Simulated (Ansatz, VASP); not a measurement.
**CdSe in VASP and in Ansatz**

Contents of INCAR:

```
PREC = Accurate
ENCUT = 520
EDIFF = 1E-6
ISMEAR = -1
SIGMA = 0.02
LREAL = False
LASPH = True
NELM = 100
ALGO = Normal
ISIF = 2
LWAVE = False
LCHARG = False
GGA = PE
NBANDS = 26
```

KPOINTS

```
Automatic mesh
0
Gamma
  12 12 4
```

The input POSCAR:

```
CdSe
1.0
    4.0193504367      0.0000000000      0.0000000000
   -2.0096752184      3.4808595849      0.0000000000
    0.0000000000      0.0000000000      6.4303353645
Cd Se
2 2
Direct
    0.0000000000      0.0000000000      0.0000000000
    0.0000000000      0.0000000000      0.5000000000
    0.3333333333      0.6666666667      0.2500000000
    0.6666666667      0.3333333333      0.7500000000
```

Input for Ansatz:

```yaml
crystal:
  lattice:
    - [4.0193504367, 0.0, 0.0]
    - [-2.0096752184, 3.4808595849, 0.0]
    - [0.0, 0.0, 6.4303353645]
  atoms:
    - { symbol: Cd, position: [0.0, 0.0, 0.0] }
    - { symbol: Cd, position: [0.0, 0.0, 0.5] }
    - { symbol: Se, position: [0.3333333333, 0.6666666667, 0.25] }
    - { symbol: Se, position: [0.6666666667, 0.3333333333, 0.75] }
kpoints:
  mp_grid: { grid: [12, 12, 4] }
  band_path:
    path:
      - [0.0, 0.0, 0.0]
      - [0.5, 0.0, 0.0]
      - [0.3333333333, 0.3333333333, 0.0]
      - [0.0, 0.0, 0.5]
      - [0.5, 0.0, 0.5]
      - [0.3333333333, 0.3333333333, 0.5]
      - [0.0, 0.1666666667, 0.0]
    npoints: 1
hamiltonian:
  xc: pbe
scf:
  occupations: { method: fermi_dirac, width: 0.02 }
  n_extra_bands: 5
output:
  forces: true
  stress: true
  eigenvalues: true
```

Change from the starting cell: uniaxial_z strain -3.4%.

Alike in both runs: task single point; functional PBE; k mesh 12 × 12 × 4; occupations fermi-dirac, width 0.02 eV; no spin polarisation.

```csv
,VASP,Ansatz
version,VASP 6.6.1,Ansatz 0.2.0
potentials or method,"VASP PAW PBE potentials, release 64 (Cd, Se)","plane waves, PAW"
plane-wave cutoff (eV),520,420
valence electrons in the cell,36,72
```

```tsv
	VASP	Ansatz	Ansatz less VASP
pressure (GPa)	4.9	4.5	-0.43
traceless stress, the component that is largest in VASP (GPa)	1.42	1.43	+0.010
```

VASP's potentials hold 36 valence electrons a cell and Ansatz's 72, so a difference there can come from the potentials and not from the codes.
